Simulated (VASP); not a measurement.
# SrTe in VASP: a series of runs, part 2 of 2

VASP 6.6.1. The steps go on from the part before.

## 3. Single point, HSE06

This run uses another cell than the first one, of 37.69 Å³/atom.

File POSCAR:

```
SrTe
1.0
    0.0000000000      3.3527582055      3.3527582055
    3.3527582055      0.0000000000      3.3527582055
    3.3527582055      3.3527582055      0.0000000000
Sr Te
1 1
Direct
    0.0000000000      0.0000000000      0.0000000000
    0.5000000000      0.5000000000      0.5000000000
```

File INCAR.step1:

```
SYSTEM = SrTe
  PREC = Accurate
  ENCUT = 400
  EDIFF = 1E-5
  ISMEAR = 0
  SIGMA = 0.01
  LREAL = .FALSE.
  LASPH = .TRUE.
  NELM = 120
  ALGO = Normal
  ISIF = 2
  LWAVE = .TRUE.
  LCHARG = .FALSE.
  NBANDS = 15
  GGA = PE
  GGA_COMPAT = .FALSE.
```

File INCAR.step2:

```
SYSTEM = SrTe
  PREC = Accurate
  ENCUT = 400
  EDIFF = 1E-6
  ISMEAR = 0
  SIGMA = 0.01
  LREAL = .FALSE.
  LASPH = .TRUE.
  NELM = 120
  ALGO = Normal
  ISIF = 2
  LWAVE = .FALSE.
  LCHARG = .FALSE.
  GGA = PE
  LHFCALC = .TRUE.
  HFSCREEN = 0.2079
  PRECFOCK = Normal
  NBANDS = 15
  ISTART = 1
  GGA_COMPAT = .FALSE.
```

File KPOINTS:

```
Automatic mesh
0
G
  4 4 4
  0 0 0
```

Potentials or basis: VASP PAW PBE potentials, release 64 (Sr_sv, Te).

The run is started by

```bash
$ cat potpaw_PBE.64/Sr_sv/POTCAR potpaw_PBE.64/Te/POTCAR > POTCAR
$ cp INCAR.step1 INCAR
$ mpirun -np 1 vasp_std > vasp.out
$ cp INCAR.step2 INCAR
$ mpirun -np 1 vasp_std > vasp.out
```

OUTCAR:

```text
SYSTEM = SrTe
   PREC = Accurate
   ENCUT = 400
   EDIFF = 1E-6
   ISMEAR = 0
   LREAL = .FALSE.
   LASPH = .TRUE.
   NELM = 120
   ISIF = 2
   GGA = PE
   LHFCALC = .TRUE.
   HFSCREEN = 0.2079
   PRECFOCK = Normal
   ISTART = 1

 ion  position               nearest neighbor table
   1  0.000  0.000  0.000-   2 3.35   2 3.35   2 3.35   2 3.35   2 3.35   2 3.35
   2  0.500  0.500  0.500-   1 3.35   1 3.35   1 3.35   1 3.35   1 3.35   1 3.35

  LATTYP: Found a face centered cubic cell.
[... 326 lines left out ...]

  FORCE on cell =-STRESS in cart. coord.  units (eV):
  Direction    XX          YY          ZZ          XY          YZ          ZX
  --------------------------------------------------------------------------------------
  -------------------------------------------------------------------------------------
  Total       -0.0719103     -0.0719103     -0.0719103     -0.0000000      0.0000000      0.0000000
  in kB       -1.5284990     -1.5284990     -1.5284990     -0.0000000      0.0000000      0.0000000
  external PRESSURE =      -1.5284990 kB  Pullay stress =       0.0000000 kB

 VOLUME and BASIS-vectors are now :
 -----------------------------------------------------------------------------
  energy-cutoff  :      400.00
  volume of cell :       75.38
      direct lattice vectors                 reciprocal lattice vectors
     0.000000000  3.352758205  3.352758205    -0.149130945  0.149130945  0.149130945
     3.352758205  0.000000000  3.352758205     0.149130945 -0.149130945  0.149130945
     3.352758205  3.352758205  0.000000000     0.149130945  0.149130945 -0.149130945

 POSITION                                       TOTAL-FORCE (eV/Angst)
 -----------------------------------------------------------------------------------
      0.00000      0.00000      0.00000         0.000000     -0.000000     -0.000000
      3.35276      3.35276      3.35276        -0.000000      0.000000      0.000000
 -----------------------------------------------------------------------------------
    total drift:                               -0.000001     -0.000005     -0.000004

  FREE ENERGIE OF THE ION-ELECTRON SYSTEM (eV)
  ---------------------------------------------------
  free  energy   TOTEN  =        -9.4541027585 eV

  energy  without entropy=       -9.4541027585  energy(sigma->0) =       -9.45410276
```

OSZICAR.step1:

```text
N       E                     dE             d eps       ncg     rms          rms(c)
DAV:   1     0.586863575507E+02    0.58686E+02   -0.60197E+03   240   0.769E+02
DAV:   2    -0.489940322331E+01   -0.63586E+02   -0.58655E+02   311   0.160E+02
DAV:   3    -0.825953342024E+01   -0.33601E+01   -0.33423E+01   362   0.328E+01
DAV:   4    -0.835107014137E+01   -0.91537E-01   -0.91522E-01   301   0.531E+00
DAV:   5    -0.835266920842E+01   -0.15991E-02   -0.15990E-02   355   0.674E-01    0.146E+01
DAV:   6    -0.824842377400E+01    0.10425E+00   -0.13879E-01   282   0.206E+00    0.870E+00
DAV:   7    -0.825225426760E+01   -0.38305E-02   -0.17463E-01   297   0.248E+00    0.110E+00
DAV:   8    -0.825224550968E+01    0.87579E-05   -0.20928E-02   247   0.666E-01    0.394E-01
DAV:   9    -0.825239819867E+01   -0.15269E-03   -0.92482E-04   296   0.196E-01    0.174E-01
DAV:  10    -0.825263540663E+01   -0.23721E-03   -0.17709E-04   254   0.760E-02    0.350E-02
DAV:  11    -0.825265879494E+01   -0.23388E-04   -0.24091E-05   268   0.254E-02    0.425E-02
DAV:  12    -0.825265928416E+01   -0.48922E-06   -0.67940E-06   190   0.126E-02
   1 F= -.82526593E+01 E0= -.82526593E+01  d E =-.301364E-40
```

Wall time 4.1 min (1 thread of Intel Xeon Platinum 8488C (Sapphire Rapids), shared host); peak memory 0.28 GiB.

What came out:

```yaml
Free_energy: -9.4541 eV
Pressure: -0.2 GPa
Band_gap_on_the_k_mesh: 2.49 eV (least direct gap 3.30 eV)
```

Caveat: the PAW data sets were made with another functional, which shifts forces and pressure a little; spin-orbit coupling is left out, which moves the levels of the heavy elements. A k mesh can miss the band edges.

## 4. Single point, HSE06 (strain +2.0%)

File POSCAR:

```
SrTe
1.0
    0.0000000000      3.4198133696      3.4198133696
    3.4198133696      0.0000000000      3.4198133696
    3.4198133696      3.4198133696      0.0000000000
Sr Te
1 1
Direct
    0.0000000000      0.0000000000      0.0000000000
    0.5000000000      0.5000000000      0.5000000000
```

File INCAR.step1:

```
SYSTEM = SrTe
PREC     = Accurate       ! precision mode
ENCUT    = 400            ! plane-wave cutoff, eV
EDIFF    = 1E-5           ! SCF threshold, eV
ISMEAR   = 0              ! smearing method
SIGMA    = 0.01           ! smearing width, eV
LREAL    = .FALSE.        ! projectors in reciprocal space
LASPH    = .TRUE.         ! aspherical terms in the spheres
NELM     = 120            ! most SCF steps
ALGO     = Normal         ! electronic algorithm
ISIF     = 2              ! what is computed and relaxed
LWAVE    = .TRUE.         ! write WAVECAR
GGA      = PE             ! functional
NBANDS   = 15             ! bands
GGA_COMPAT= .FALSE.
```

File INCAR.step2:

```
SYSTEM = SrTe
PREC     = Accurate       ! precision mode
ENCUT    = 400            ! plane-wave cutoff, eV
EDIFF    = 1E-6           ! SCF threshold, eV
ISMEAR   = 0              ! smearing method
SIGMA    = 0.01           ! smearing width, eV
LREAL    = .FALSE.        ! projectors in reciprocal space
LASPH    = .TRUE.         ! aspherical terms in the spheres
NELM     = 120            ! most SCF steps
ALGO     = Normal         ! electronic algorithm
ISIF     = 2              ! what is computed and relaxed
LWAVE    = .FALSE.        ! write WAVECAR
LCHARG   = .TRUE.         ! write CHGCAR
GGA      = PE             ! functional
LHFCALC  = .TRUE.         ! exact exchange
HFSCREEN = 0.2079         ! screening, 1/A
PRECFOCK = Normal       
LELF     = .TRUE.         ! ELF
LVHAR    = .TRUE.       
ISTART   = 1            
NBANDS   = 15             ! bands
GGA_COMPAT= .FALSE.
```

KPOINTS is that of step 3.

The run is started by

```bash
$ cat potpaw_PBE.64/Sr_sv/POTCAR potpaw_PBE.64/Te/POTCAR > POTCAR
$ cp INCAR.step1 INCAR
$ mpirun -np 1 vasp_std > vasp.out
$ cp INCAR.step2 INCAR
$ mpirun -np 1 vasp_std > vasp.out
```

It took 4.4 min on 1 thread of Intel Xeon Platinum 8488C (Sapphire Rapids), shared host; peak memory 0.28 GiB.

It converged, with:

* Free energy: -9.4241 eV
* Pressure: -1.9 GPa
* Band gap on the k mesh: 2.63 eV (least direct gap 3.26 eV)

Levels at points of the mesh, in eV from the valence-band top:
```
           k point  band 4  band 5  band 6  band 7  band 8  band 9  band 10  band 11  band 12  band 13
(0.00, 0.00, 0.00)  -18.08  -10.62    0.00    0.00    0.00    3.26     4.23     4.23     4.23     4.84
(0.50, 0.00, 0.00)  -18.08  -10.04   -2.78   -1.00   -1.00    4.50     6.09     6.34     6.34     7.36
(0.50, 0.50, 0.00)  -18.11  -10.18   -2.02   -0.76   -0.76    2.63     4.46     5.76     6.88     7.13
```

Caveat: the cell differs from its parent crystal (strain +2.0%); the PAW data sets were made with another functional, which shifts forces and pressure a little; spin-orbit coupling is left out, which moves the levels of the heavy elements.

## 5. Single point, HSE06 (shear xy strain +1.5%)

File POSCAR:

```
SrTe
1.0
    0.0251456865      3.3527582055      3.3527582055
    3.3527582055      0.0251456865      3.3527582055
    3.3779038920      3.3779038920      0.0000000000
Sr Te
1 1
Direct
    0.0000000000      0.0000000000      0.0000000000
    0.5000000000      0.5000000000      0.5000000000
```

File INCAR.step1:

```
SYSTEM = SrTe
PREC = Accurate
ENCUT = 400
EDIFF = 1E-5
ISMEAR = 0
SIGMA = 0.01
LREAL = .FALSE.
LASPH = .TRUE.
NELM = 120
ALGO = Normal
ISIF = 2
LWAVE = .TRUE.
LCHARG = .FALSE.
NBANDS = 15
GGA = PE
GGA_COMPAT = .FALSE.
```

File INCAR.step2:

```
SYSTEM = SrTe
PREC = Accurate
ENCUT = 400
EDIFF = 1E-6
ISMEAR = 0
SIGMA = 0.01
LREAL = .FALSE.
LASPH = .TRUE.
NELM = 120
ALGO = Normal
ISIF = 2
LWAVE = .FALSE.
LCHARG = .FALSE.
GGA = PE
LHFCALC = .TRUE.
HFSCREEN = 0.2079
PRECFOCK = Normal
NBANDS = 15
ISTART = 1
GGA_COMPAT = .FALSE.
```

File KPOINTS:

```
regular mesh
0
G
  4 4 4
  0 0 0
```

The run is started by

```bash
$ cat potpaw_PBE.64/Sr_sv/POTCAR potpaw_PBE.64/Te/POTCAR > POTCAR
$ cp INCAR.step1 INCAR
$ mpirun -np 1 vasp_std > vasp.out
$ cp INCAR.step2 INCAR
$ mpirun -np 1 vasp_std > vasp.out
```

Wall time 12 min (1 thread of Intel Xeon Platinum 8488C (Sapphire Rapids), shared host); peak memory 0.29 GiB.

Results (log left out):

| Quantity | Value |
| --- | --- |
| Free energy | -9.4532 eV |
| Pressure | -0.2 GPa |
| Band gap on the k mesh | 2.45 eV (least direct gap 3.25 eV) |

Stress tensor (GPa, compression positive):
```
-0.15 -0.24  0.00
-0.24 -0.15  0.00
 0.00  0.00 -0.16
```

Levels at points of the mesh, in eV from the valence-band top:
| k point | band 5 | band 6 | band 7 | band 8 | band 9 | band 10 | band 11 | band 12 |
| --- | --- | --- | --- | --- | --- | --- | --- | --- |
| (0.00, 0.00, 0.00) | -10.85 | -0.08 | -0.04 | 0.00 | 3.47 | 4.09 | 4.16 | 4.21 |
| (0.50, 0.00, 0.00) | -10.15 | -3.03 | -1.21 | -1.16 | 4.51 | 6.18 | 6.40 | 6.49 |
| (0.50, 0.50, 0.00) | -10.35 | -2.19 | -0.90 | -0.79 | 2.45 | 4.64 | 5.80 | 7.12 |
| (0.00, 0.00, 0.50) | -10.16 | -3.04 | -1.16 | -1.11 | 4.55 | 6.15 | 6.38 | 6.44 |
| (0.50, 0.00, 0.50) | -10.35 | -2.19 | -0.85 | -0.85 | 2.45 | 4.63 | 5.80 | 7.12 |

Caveat: the cell differs from its parent crystal (shear xy strain +1.5%); the PAW data sets were made with another functional, which shifts forces and pressure a little; spin-orbit coupling is left out, which moves the levels of the heavy elements. A k mesh can miss the band edges.

## 6. Summary

```tsv
cell	gap on the mesh (eV)	pressure (GPa)
a = 4.718 Å, angles 60.0°, 2 atoms	2.45	0.4
a = 4.742 Å, angles 60.0°, 2 atoms	2.49	-0.2
a = 4.836 Å, angles 60.0°, 2 atoms	2.63	-1.9
a = 4.742, b = 4.742, c = 4.777 Å, angles 59.8, 59.8, 59.5°, 2 atoms	2.45	-0.2
```

Alike in all rows: task single point; level HSE06; potentials or basis VASP PAW PBE potentials, release 64 (Sr_sv, Te); no spin polarisation; k mesh 4 × 4 × 4; cutoff (eV) 400; smearing gaussian 0.01 eV.

Caveats: the PAW data sets were made with another functional, which shifts forces and pressure a little; spin-orbit coupling is left out, which moves the levels of the heavy elements.

Absolute energies hang on the potentials; compare differences alone.
